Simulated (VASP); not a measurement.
# ZnAu (Pm-3m) in VASP: a series of runs

The runs below take ZnAu through single point, with LDA.

Everything below comes from runs of VASP 6.6.1. Logs are shortened: lines on timing, memory, paths and dates and some standing lists are left out, and cuts for length are marked.

## 1. The cell of the first run

Symmetry: Pm-3m, No. 221, cubic system. The conventional cell has a = 3.061 Å, b = 3.061 Å, c = 3.061 Å, α = 90.00°, β = 90.00°, γ = 90.00°. Within 3.5 Å of Zn (site symmetry m-3m) lie 8 Au at 2.65 Å and 6 Zn at 3.06 Å. Within 3.5 Å of Au (site symmetry m-3m) lie 8 Zn at 2.65 Å and 6 Au at 3.06 Å.

## 2. Single point, LDA

File INCAR:

```
PREC     = Accurate       # precision mode
ENCUT    = 520            # plane-wave cutoff, eV
EDIFF    = 1E-6           # SCF threshold, eV
ISMEAR   = -1             # smearing method
SIGMA    = 0.1            # smearing width, eV
LREAL    = False          # projectors in reciprocal space
LASPH    = True           # aspherical terms in the spheres
NELM     = 80             # most SCF steps
ALGO     = Normal         # electronic algorithm
ISIF     = 2              # what is computed and relaxed
LWAVE    = False          # write WAVECAR
LCHARG   = False          # write CHGCAR
NBANDS   = 18             # bands
```

File KPOINTS:

```
Automatic mesh
0
Gamma
  9 9 9
```

File POSCAR:

```
ZnAu
1.0
    3.0607370361      0.0000000000      0.0000000000
    0.0000000000      3.0607370361      0.0000000000
    0.0000000000      0.0000000000      3.0607370361
Zn Au
1 1
Direct
    0.5000000000      0.5000000000      0.5000000000
    0.0000000000      0.0000000000      0.0000000000
```

Potentials or basis: VASP PAW LDA potentials, release 64 (Zn, Au).

The run is started by

```
cat potpaw_LDA.64/Zn/POTCAR potpaw_LDA.64/Au/POTCAR > POTCAR
mpirun -np 1 vasp_std > vasp.out
```

OUTCAR:

```text
PREC = Accurate
   ENCUT = 520
   EDIFF = 1E-6
   ISMEAR = -1
   LREAL = False
   LASPH = True
   NELM = 80
   ISIF = 2

 ion  position               nearest neighbor table
   1  0.500  0.500  0.500-   2 2.65   2 2.65   2 2.65   2 2.65   2 2.65   2 2.65   2 2.65   2 2.65

   2  0.000  0.000  0.000-   1 2.65   1 2.65   1 2.65   1 2.65   1 2.65   1 2.65   1 2.65   1 2.65

  LATTYP: Found a simple cubic cell.
 ALAT       =     3.0607370361

  Lattice vectors:

 A1 = (   3.0607370361,   0.0000000000,   0.0000000000)
 A2 = (   0.0000000000,   3.0607370361,   0.0000000000)
 A3 = (   0.0000000000,   0.0000000000,   3.0607370361)

Analysis of symmetry for initial positions (statically):
=====================================================================
 Subroutine PRICEL returns:
 Original cell was already a primitive cell.

 Routine SETGRP: Setting up the symmetry group for a
 simple cubic supercell.

 Subroutine GETGRP returns: Found 48 space group operations
 (whereof 48 operations were pure point group operations)
 out of a pool of 48 trial point group operations.

The static configuration has the point symmetry O_h .

Analysis of symmetry for dynamics (positions and initial velocities):
=====================================================================
 Subroutine PRICEL returns:
 Original cell was already a primitive cell.

 Routine SETGRP: Setting up the symmetry group for a
 simple cubic supercell.

 Subroutine GETGRP returns: Found 48 space group operations
 (whereof 48 operations were pure point group operations)
 out of a pool of 48 trial point group operations.

The dynamic configuration has the point symmetry O_h .

 Subroutine INISYM returns: Found 48 space group operations
 (whereof 48 operations are pure point group operations),
 and found     1 'primitive' translations

----------------------------------------------------------------------------------------

                                     Primitive cell

  volume of cell :      28.6733

  direct lattice vectors                    reciprocal lattice vectors
     3.060737036  0.000000000  0.000000000     0.326718692  0.000000000  0.000000000
     0.000000000  3.060737036  0.000000000     0.000000000  0.326718692  0.000000000
     0.000000000  0.000000000  3.060737036     0.000000000  0.000000000  0.326718692

  length of vectors
     3.060737036  3.060737036  3.060737036     0.326718692  0.326718692  0.326718692

  position of ions in fractional coordinates (direct lattice)
     0.500000000  0.500000000  0.500000000
     0.000000000  0.000000000  0.000000000

  ion indices of the primitive-cell ions
   primitive index   ion index
                 1           1
                 2           2

----------------------------------------------------------------------------------------

 KPOINTS: Automatic mesh

Automatic generation of k-mesh.
 Grid dimensions read from file:
 generate k-points for:    9    9    9

 Generating k-lattice:

  Cartesian coordinates                     Fractional coordinates (reciprocal lattice)
     0.036302077  0.000000000  0.000000000     0.111111111  0.000000000  0.000000000
     0.000000000  0.036302077  0.000000000     0.000000000  0.111111111  0.000000000
     0.000000000  0.000000000  0.036302077     0.000000000  0.000000000  0.111111111

  Length of vectors
     0.036302077  0.036302077  0.036302077

  Shift w.r.t. Gamma in fractional coordinates (k-lattice)
     0.000000000  0.000000000  0.000000000

 Subroutine IBZKPT returns following result:
 ===========================================

 Found     35 irreducible k-points:

 Following reciprocal coordinates:
            Coordinates               Weight
  0.000000  0.000000  0.000000      1.000000
  0.111111  0.000000  0.000000      6.000000
  0.222222  0.000000  0.000000      6.000000
  0.333333  0.000000  0.000000      6.000000
  0.444444  0.000000  0.000000      6.000000
  0.111111  0.111111  0.000000     12.000000
[... 16 lines left out ...]
  0.333333  0.333333  0.111111     24.000000
  0.444444  0.333333  0.111111     48.000000
 [... further k-points ...]
   k-points           NKPTS =     35   k-points in BZ     NKDIM =     35   number of bands    NBANDS=     18
   number of dos      NEDOS =    301   number of ions     NIONS =      2
   total plane-waves  NPLWV =  13824
   dimension x,y,z NGX =    24 NGY =   24 NGZ =   24
   dimension x,y,z NGXF=    48 NGYF=   48 NGZF=   48
   ions per type =               1   1
   NGX,Y,Z   is equivalent  to a cutoff of  13.04, 13.04, 13.04 a.u.
   NGXF,Y,Z  is equivalent  to a cutoff of  26.07, 26.07, 26.07 a.u.
 SYSTEM =  unknown system
   PREC   = accura    normal or accurate (medium, high low for compatibility)
   ISTART =      0    job   : 0-new  1-cont  2-samecut
   ICHARG =      2    charge: 1-file 2-atom 10-const
   ISPIN  =      1    spin polarized calculation?
   LNONCOLLINEAR =      F non collinear calculations
   LSORBIT =      F    spin-orbit coupling
   LASPH  =      T    aspherical Exc in radial PAW
   ENCUT  =  520.0 eV  38.22 Ry    6.18 a.u.   5.69  5.69  5.69*2*pi/ulx,y,z
   NELM   =     80;   NELMIN=  2; NELMDL= -5     # of ELM steps
   EDIFF  = 0.1E-05   stopping-criterion for ELM
   LREAL  =      F    real-space projection
   EDIFFG = 0.1E-04   stopping-criterion for IOM
   NSW    =      0    number of steps for IOM
   IBRION =     -1    ionic relax: 0-MD 1-quasi-New 2-CG
   NFREE  =      0    steps in history (QN), initial steepest desc. (CG)
   ISIF   =      2    stress and relaxation
   ISYM   =      2    0-nonsym 1-usesym 2-fastsym
   POTIM  = 0.5000    time-step for ionic-motion
   TEBEG  =    0.0;   TEEND  =   0.0 temperature during run
   PSTRESS=    0.0 pullay stress
   NELECT =      23.0000    total number of electrons
   NUPDOWN=      -1.0000    fix difference up-down
   EMIN   =  10.00;   EMAX   =-10.00  energy-range for DOS
   EFERMI =   0.00;   METHOD = LEGACY
   ISMEAR =    -1;   SIGMA  =   0.10  broadening in eV -4-tet -1-fermi 0-gaus
   EFERMI_NEDOS =   21; number of points for ismear=-14 and -15
   IALGO  =     38    algorithm
   IMIX   =      4    mixing-type and parameters
     AMIX     =   0.40;   BMIX     =  1.00
     AMIX_MAG =   1.60;   BMIX_MAG =  1.00
  volume/ion in A,a.u.               =      14.34        96.75
  Fermi-wavevector in a.u.,A,eV,Ry     =   1.521101  2.874464 31.480462  2.313749
  Thomas-Fermi vector in A             =   2.629862
   LORBIT       =      0    0 simple, 1 ext, 2 COOP (PROOUT), +10 PAW based schemes
   GGA     = CA    functional components
   LHFCALC =     F    Hartree Fock is set to
   AEXX    =    0.0000 exact exchange contribution
   IVDW    =     0    specifies the selected vdW correction
   LEPSILON=     F    determine dielectric tensor
   LRPA    =     F    only Hartree local field effects (RPA)
 non-spin polarized calculation
  energy-cutoff  :      520.00
  volume of cell :       28.67
 maximum number of plane-waves:       784
 NGX is ok and might be reduce to    24
   NGX = 11   NGY = 11   NGZ = 11

 number of electron      22.9999992 magnetization

 Free energy of the ion-electron system (eV)
  ---------------------------------------------------
  ext. energy  EPLUGINS =         0.00000000
  ---------------------------------------------------
  free energy    TOTEN  =        -6.73270156 eV

  energy without entropy =       -6.71316089  energy(sigma->0) =       -6.72293123

 E-fermi :   8.0760     XC(G=0): -13.1551

 val. band max:        8.0730088372   @ k =   0.3333   0.3333   0.0000
 cond. band min:       8.2038695325   @ k =   0.4444   0.4444   0.3333
 fundamental gap:      0.1308606953
 Fermi energy:         8.0759515402

 k-point     1 :       0.0000    0.0000    0.0000
  band No.  band energies     occupation
      1      -3.4778      2.00000
      2      -0.6699      2.00000
      3      -0.6699      2.00000
      4       0.2205      2.00000
      5       0.2205      2.00000
      6       0.2205      2.00000
[... 10 lines left out ...]
     17      20.8298      0.00000
     18      26.6075      0.00000

 k-point     2 :       0.1111    0.0000    0.0000
  band No.  band energies     occupation
      1      -3.2436      2.00000
      2      -0.6088      2.00000
      3      -0.5898      2.00000
      4       0.2187      2.00000
      5       0.2187      2.00000
      6       0.2437      2.00000
[... 10 lines left out ...]
     17      21.8837      0.00000
     18      26.6158      0.00000

 k-point     3 :       0.2222    0.0000    0.0000
  band No.  band energies     occupation
      1      -2.5695      2.00000
      2      -0.4411      2.00000
      3      -0.3907      2.00000
      4       0.2175      2.00000
      5       0.2175      2.00000
      6       0.3039      2.00000
[... 10 lines left out ...]
     17      24.7630      0.00000
     18      25.6865      0.00000

 k-point     4 :       0.3333    0.0000    0.0000
  band No.  band energies     occupation
      1      -1.5602      2.00000
      2      -0.2194      2.00000
      3      -0.1783      2.00000
      4       0.2229      2.00000
      5       0.2229      2.00000
      6       0.3750      2.00000
[... 375 lines left out ...]
      4       0.0584      2.00000
      5       0.2215      2.00000
      6       1.0534      2.00000
[... 10 lines left out ...]
     17      21.8097      0.00000
     18      24.5662      0.00000

 k-point    23 :       0.3333    0.3333    0.1111
  band No.  band energies     occupation
      1      -0.7589      2.00000
      2      -0.3885      2.00000
      3      -0.1001      2.00000
      4       0.0545      2.00000
      5       0.3273      2.00000
      6       0.8376      2.00000
[... 10 lines left out ...]
     17      21.4447      0.00000
     18      22.7243      0.00000

 k-point    24 :       0.4444    0.3333    0.1111
  band No.  band energies     occupation
      1      -0.6795      2.00000
      2      -0.5501      2.00000
      3      -0.1207      2.00000
      4      -0.0570      2.00000
      5       0.4519      2.00000
      6       1.2118      2.00000
[... 10 lines left out ...]
     17      21.0035      0.00000
     18      23.5050      0.00000

 [... further k-points ...]

------------------------ aborting loop because EDIFF is reached ----------------------------------------

  FORCE on cell =-STRESS in cart. coord.  units (eV):
  Direction    XX          YY          ZZ          XY          YZ          ZX
  --------------------------------------------------------------------------------------
  -------------------------------------------------------------------------------------
  Total        1.2521826      1.2521826      1.2521826     -0.0000000     -0.0000000      0.0000000
  in kB       69.9681181     69.9681181     69.9681181     -0.0000000     -0.0000000      0.0000000
  external PRESSURE =      69.9681181 kB  Pullay stress =       0.0000000 kB

 VOLUME and BASIS-vectors are now :
 -----------------------------------------------------------------------------
  energy-cutoff  :      520.00
  volume of cell :       28.67
      direct lattice vectors                 reciprocal lattice vectors
     3.060737036  0.000000000  0.000000000     0.326718692  0.000000000  0.000000000
     0.000000000  3.060737036  0.000000000     0.000000000  0.326718692  0.000000000
     0.000000000  0.000000000  3.060737036     0.000000000  0.000000000  0.326718692

 POSITION                                       TOTAL-FORCE (eV/Angst)
 -----------------------------------------------------------------------------------
      1.53037      1.53037      1.53037         0.000000      0.000000      0.000000
      0.00000      0.00000      0.00000         0.000000      0.000000      0.000000
 -----------------------------------------------------------------------------------
    total drift:                                0.000000      0.000000     -0.000000

  FREE ENERGIE OF THE ION-ELECTRON SYSTEM (eV)
  ---------------------------------------------------
  free  energy   TOTEN  =        -6.7327015639 eV

  energy  without entropy=       -6.7131608944  energy(sigma->0) =       -6.72293123
```

Run time: 4 s. Hardware: 1 thread of Intel Xeon 6975P-C (Granite Rapids), shared host; peak memory 0.13 GiB.

Results:

```yaml
Free_energy: -6.7327 eV
Pressure: 7.0 GPa
```

Caveat: spin-orbit coupling is left out, which moves the levels of the heavy elements.

## 3. Single point, LDA

This run uses another cell than the first one, of 14.96 Å³/atom, 1.043 times its volume.

File INCAR:

```
SYSTEM = ZnAu
ALGO = Normal ; EDIFF = 1E-7
ENCUT = 520 ; GGA = CA
ISIF = 2 ; ISMEAR = -1
LASPH = .True. ; LCHARG = .False.
LREAL = .False. ; LWAVE = .False.
NBANDS = 18 ; NELM = 80
PREC = Accurate ; SIGMA = 0.1
```

File KPOINTS:

```
k-points
0
Gamma
  9 9 9
  0 0 0
```

File POSCAR:

```
ZnAu
1.0
    3.1044677592      0.0000000000      0.0000000000
    0.0000000000      3.1044677592      0.0000000000
    0.0000000000      0.0000000000      3.1044677592
Zn Au
1 1
Direct
    0.5000000000      0.5000000000      0.5000000000
    0.0000000000      0.0000000000      0.0000000000
```

Potentials or basis: VASP PAW LDA potentials, release 64 (Zn, Au).

The run is started by

```
cat potpaw_LDA.64/Zn/POTCAR potpaw_LDA.64/Au/POTCAR > POTCAR
mpirun -np 1 vasp_std > vasp.out
```

It took 4.9 s on 1 thread of Intel Xeon 6975P-C (Granite Rapids), shared host; peak memory 0.13 GiB.

The run converged. Its results:

* Free energy: -6.7581 eV
* Pressure: -0.3 GPa

Levels at points of the mesh, in eV from the Fermi level:
| k point | band 8 | band 9 | band 10 | band 11 | band 12 | band 13 | band 14 | band 15 |
| --- | --- | --- | --- | --- | --- | --- | --- | --- |
| (0.00, 0.00, 0.00) | -5.67 | -3.88 | -3.88 | -3.88 | 4.91 | 4.91 | 4.91 | 9.19 |

Caveat: spin-orbit coupling is left out, which moves the levels of the heavy elements.

(Continued in part 2 of 2.)
